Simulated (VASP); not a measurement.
# W (Im-3m) in VASP: single point with PBE

Aim: the single point of W with PBE.

Everything below comes from runs of VASP 6.6.1. Logs are shortened: lines on timing, memory, paths and dates and some standing lists are left out, and cuts for length are marked.

## (1) The cell of the first run

The structure is cubic, space group Im-3m (No. 229). Conventional cell: a = 3.331 Å, b = 3.331 Å, c = 3.331 Å, α = 90.00°, β = 90.00°, γ = 90.00°. Within 3.8 Å of W (site symmetry m-3m) lie 14 W at 2.88 to 3.33 Å.

## (2) Single point, PBE (Hf replaced by W, lengths x 0.955, strained)

Contents of INCAR:

```
SYSTEM = W
  ALGO = Normal
  EDIFF = 1E-6
  ENCUT = 520
  GGA = PE
  ISIF = 2
  ISMEAR = 0
  LASPH = .TRUE.
  LCHARG = .FALSE.
  LREAL = .FALSE.
  LWAVE = .FALSE.
  NBANDS = 13
  NELM = 80
  PREC = Accurate
  SIGMA = 0.1
```

Contents of KPOINTS:

```
k-points
0
G
  18 18 18
  0 0 0
```

Contents of POSCAR:

```
W
1.0
   -1.6656207467      1.6656207467      1.6656207467
    1.6656207467     -1.6656207467      1.6656207467
    1.6656207467      1.6656207467     -1.6656207467
W
1
Direct
    0.0000000000      0.0000000000      0.0000000000
```

Potentials or basis: VASP PAW PBE potentials, release 64 (W_sv).

Started as:

```sh
cat potpaw_PBE.64/W_sv/POTCAR > POTCAR
mpirun -np 1 vasp_std > vasp.out
```

OUTCAR:

```text
SYSTEM = W
   EDIFF = 1E-6
   ENCUT = 520
   GGA = PE
   ISIF = 2
   ISMEAR = 0
   LASPH = .TRUE.
   LREAL = .FALSE.
   NELM = 80
   PREC = Accurate

 ion  position               nearest neighbor table
   1  0.000  0.000  0.000-

  LATTYP: Found a body centered cubic cell.
 ALAT       =     3.3312414934

  Lattice vectors:

 A1 = (  -1.6656207467,   1.6656207467,   1.6656207467)
 A2 = (   1.6656207467,  -1.6656207467,   1.6656207467)
 A3 = (   1.6656207467,   1.6656207467,  -1.6656207467)

Analysis of symmetry for initial positions (statically):
=====================================================================
 Subroutine PRICEL returns:
 Original cell was already a primitive cell.

 Routine SETGRP: Setting up the symmetry group for a
 body centered cubic supercell.

 Subroutine GETGRP returns: Found 48 space group operations
 (whereof 48 operations were pure point group operations)
 out of a pool of 48 trial point group operations.

The static configuration has the point symmetry O_h .

Analysis of symmetry for dynamics (positions and initial velocities):
=====================================================================
 Subroutine PRICEL returns:
 Original cell was already a primitive cell.

 Routine SETGRP: Setting up the symmetry group for a
 body centered cubic supercell.

 Subroutine GETGRP returns: Found 48 space group operations
 (whereof 48 operations were pure point group operations)
 out of a pool of 48 trial point group operations.

The dynamic configuration has the point symmetry O_h .

 Subroutine INISYM returns: Found 48 space group operations
 (whereof 48 operations are pure point group operations),
 and found     1 'primitive' translations

----------------------------------------------------------------------------------------

                                     Primitive cell

  volume of cell :      18.4837

  direct lattice vectors                    reciprocal lattice vectors
    -1.665620747  1.665620747  1.665620747     0.000000000  0.300188384  0.300188384
     1.665620747 -1.665620747  1.665620747     0.300188384  0.000000000  0.300188384
     1.665620747  1.665620747 -1.665620747     0.300188384  0.300188384  0.000000000

  length of vectors
     2.884939759  2.884939759  2.884939759     0.424530484  0.424530484  0.424530484

  position of ions in fractional coordinates (direct lattice)
     0.000000000  0.000000000  0.000000000

  ion indices of the primitive-cell ions
   primitive index   ion index
                 1           1

----------------------------------------------------------------------------------------

 KPOINTS: k-points

Automatic generation of k-mesh.
 Grid dimensions read from file:
 generate k-points for:   18   18   18

 Generating k-lattice:

  Cartesian coordinates                     Fractional coordinates (reciprocal lattice)
     0.000000000  0.016677132  0.016677132     0.055555556  0.000000000  0.000000000
     0.016677132  0.000000000  0.016677132     0.000000000  0.055555556  0.000000000
     0.016677132  0.016677132  0.000000000     0.000000000  0.000000000  0.055555556

  Length of vectors
     0.023585027  0.023585027  0.023585027

  Shift w.r.t. Gamma in fractional coordinates (k-lattice)
     0.000000000  0.000000000  0.000000000

 Subroutine IBZKPT returns following result:
 ===========================================

 Found    195 irreducible k-points:

 Following reciprocal coordinates:
            Coordinates               Weight
  0.000000  0.000000  0.000000      1.000000
  0.055556  0.000000  0.000000     12.000000
  0.111111  0.000000  0.000000     12.000000
  0.166667  0.000000  0.000000     12.000000
  0.222222  0.000000  0.000000     12.000000
  0.277778  0.000000  0.000000     12.000000
[... 16 lines left out ...]
  0.333333  0.111111 -0.000000     48.000000
  0.388889  0.111111  0.000000     48.000000
 [... further k-points ...]
   k-points           NKPTS =    195   k-points in BZ     NKDIM =    195   number of bands    NBANDS=     13
   number of dos      NEDOS =    301   number of ions     NIONS =      1
   total plane-waves  NPLWV =  13824
   dimension x,y,z NGX =    24 NGY =   24 NGZ =   24
   dimension x,y,z NGXF=    48 NGYF=   48 NGZF=   48
   ions per type =               1
   NGX,Y,Z   is equivalent  to a cutoff of  13.83, 13.83, 13.83 a.u.
   NGXF,Y,Z  is equivalent  to a cutoff of  27.66, 27.66, 27.66 a.u.
 SYSTEM =  W
   PREC   = accura    normal or accurate (medium, high low for compatibility)
   ISTART =      0    job   : 0-new  1-cont  2-samecut
   ICHARG =      2    charge: 1-file 2-atom 10-const
   ISPIN  =      1    spin polarized calculation?
   LNONCOLLINEAR =      F non collinear calculations
   LSORBIT =      F    spin-orbit coupling
   LASPH  =      T    aspherical Exc in radial PAW
   ENCUT  =  520.0 eV  38.22 Ry    6.18 a.u.   5.36  5.36  5.36*2*pi/ulx,y,z
   NELM   =     80;   NELMIN=  2; NELMDL= -5     # of ELM steps
   EDIFF  = 0.1E-05   stopping-criterion for ELM
   LREAL  =      F    real-space projection
   EDIFFG = 0.1E-04   stopping-criterion for IOM
   NSW    =      0    number of steps for IOM
   IBRION =     -1    ionic relax: 0-MD 1-quasi-New 2-CG
   NFREE  =      0    steps in history (QN), initial steepest desc. (CG)
   ISIF   =      2    stress and relaxation
   ISYM   =      2    0-nonsym 1-usesym 2-fastsym
   POTIM  = 0.5000    time-step for ionic-motion
   TEBEG  =    0.0;   TEEND  =   0.0 temperature during run
   PSTRESS=    0.0 pullay stress
   NELECT =      14.0000    total number of electrons
   NUPDOWN=      -1.0000    fix difference up-down
   EMIN   =  10.00;   EMAX   =-10.00  energy-range for DOS
   EFERMI =   0.00;   METHOD = LEGACY
   ISMEAR =     0;   SIGMA  =   0.10  broadening in eV -4-tet -1-fermi 0-gaus
   EFERMI_NEDOS =   21; number of points for ismear=-14 and -15
   IALGO  =     38    algorithm
   IMIX   =      4    mixing-type and parameters
     AMIX     =   0.40;   BMIX     =  1.00
     AMIX_MAG =   1.60;   BMIX_MAG =  1.00
  volume/ion in A,a.u.               =      18.48       124.73
  Fermi-wavevector in a.u.,A,eV,Ry     =   1.492295  2.820029 30.299423  2.226945
  Thomas-Fermi vector in A             =   2.604841
   LORBIT       =      0    0 simple, 1 ext, 2 COOP (PROOUT), +10 PAW based schemes
   GGA     = PE    functional components
   LHFCALC =     F    Hartree Fock is set to
   AEXX    =    0.0000 exact exchange contribution
   IVDW    =     0    specifies the selected vdW correction
   LEPSILON=     F    determine dielectric tensor
   LRPA    =     F    only Hartree local field effects (RPA)
 non-spin polarized calculation
 Gauss-broadening in eV      SIGMA  =   0.10
  energy-cutoff  :      520.00
  volume of cell :       18.48
 maximum number of plane-waves:       531
 NGX is ok and might be reduce to    24
   NGX = 11   NGY = 11   NGZ = 11

 number of electron      14.0000001 magnetization

 Free energy of the ion-electron system (eV)
  ---------------------------------------------------
  ext. energy  EPLUGINS =         0.00000000
  ---------------------------------------------------
  free energy    TOTEN  =       -12.70185075 eV

  energy without entropy =      -12.69744079  energy(sigma->0) =      -12.69964577

 E-fermi :   9.3273     XC(G=0): -12.7920

 val. band max:        9.3226243798   @ k =  -0.4444   0.4444   0.2778
 cond. band min:       9.3290923907   @ k =  -0.1667   0.1667   0.0556
 fundamental gap:      0.0064680109
 Fermi energy:         9.3272629098

 k-point     1 :       0.0000    0.0000    0.0000
  band No.  band energies     occupation
      1     -65.0693      2.00000
      2     -28.8036      2.00000
      3     -28.8036      2.00000
      4     -28.8036      2.00000
      5       0.5783      2.00000
      6       8.3380      2.00000
      7       8.3380      2.00000
      8       8.3380      2.00000
      9      11.2414      0.00000
     10      11.2414      0.00000
     11      23.4883      0.00000
     12      23.4883      0.00000
     13      23.4883      0.00000

 k-point     2 :       0.0556    0.0000    0.0000
  band No.  band energies     occupation
      1     -65.0672      2.00000
      2     -28.8279      2.00000
      3     -28.8115      2.00000
      4     -28.8037      2.00000
      5       0.7034      2.00000
      6       8.2663      2.00000
      7       8.3230      2.00000
      8       8.4555      2.00000
      9      11.1324      0.00000
     10      11.2436      0.00000
     11      23.5860      0.00000
     12      23.7012      0.00000
     13      23.7518      0.00000

 k-point     3 :       0.1111    0.0000    0.0000
  band No.  band energies     occupation
      1     -65.0615      2.00000
      2     -28.8974      2.00000
      3     -28.8342      2.00000
      4     -28.8037      2.00000
      5       1.0679      2.00000
      6       8.0668      2.00000
      7       8.2564      2.00000
      8       8.8038      2.00000
      9      10.8907      0.00000
     10      11.2548      0.00000
     11      23.8154      0.00000
     12      24.3216      0.00000
     13      24.3992      0.00000
[... 305 lines left out ...]
 k-point    23 :       0.3333    0.1111   -0.0000
  band No.  band energies     occupation
      1     -65.0082      2.00000
      2     -29.4663      2.00000
      3     -29.0512      2.00000
      4     -28.8379      2.00000
      5       4.2561      2.00000
      6       6.6783      2.00000
      7       8.0428      2.00000
      8      10.9367      0.00000
      9      11.8625      0.00000
     10      13.6735      0.00000
     11      19.4205      0.00000
     12      21.7058      0.00000
     13      24.8940      0.00000

 k-point    24 :       0.3889    0.1111    0.0000
  band No.  band energies     occupation
      1     -65.0027      2.00000
      2     -29.5195      2.00000
      3     -29.0780      2.00000
      4     -28.8385      2.00000
      5       4.3440      2.00000
      6       6.5596      2.00000
      7       8.6262      2.00000
      8      10.9921      0.00000
      9      12.0335      0.00000
     10      14.5098      0.00000
     11      18.1969      0.00000
     12      21.1522      0.00000
     13      24.0195      0.00000

 [... further k-points ...]

------------------------ aborting loop because EDIFF is reached ----------------------------------------

  FORCE on cell =-STRESS in cart. coord.  units (eV):
  Direction    XX          YY          ZZ          XY          YZ          ZX
  --------------------------------------------------------------------------------------
  -------------------------------------------------------------------------------------
  Total       -3.5303122     -3.5303122     -3.5303122      0.0000000     -0.0000000      0.0000000
  in kB     -306.0098074   -306.0098074   -306.0098074      0.0000000     -0.0000000      0.0000000
  external PRESSURE =    -306.0098074 kB  Pullay stress =       0.0000000 kB

 VOLUME and BASIS-vectors are now :
 -----------------------------------------------------------------------------
  energy-cutoff  :      520.00
  volume of cell :       18.48
      direct lattice vectors                 reciprocal lattice vectors
    -1.665620747  1.665620747  1.665620747     0.000000000  0.300188384  0.300188384
     1.665620747 -1.665620747  1.665620747     0.300188384  0.000000000  0.300188384
     1.665620747  1.665620747 -1.665620747     0.300188384  0.300188384  0.000000000

 POSITION                                       TOTAL-FORCE (eV/Angst)
 -----------------------------------------------------------------------------------
      0.00000      0.00000      0.00000         0.000000      0.000000     -0.000000
 -----------------------------------------------------------------------------------
    total drift:                               -0.000000      0.000000      0.000000

  FREE ENERGIE OF THE ION-ELECTRON SYSTEM (eV)
  ---------------------------------------------------
  free  energy   TOTEN  =       -12.7018507453 eV

  energy  without entropy=      -12.6974407885  energy(sigma->0) =      -12.69964577
```

It took 36 s on 1 thread of AMD EPYC 9R45 (Zen 5), shared host; peak memory 0.14 GiB.

Results:

```yaml
Free_energy: -12.7019 eV
Pressure: -30.6 GPa
Band_gap_on_the_k_mesh: zero (band 7 reaches 13.48 eV, above the bottom of band 8 at 8.34 eV)
```

Caveat: the cell differs from its parent crystal (Hf replaced by W, lengths x 0.955, strained); spin-orbit coupling is left out, which moves the levels of the heavy elements.
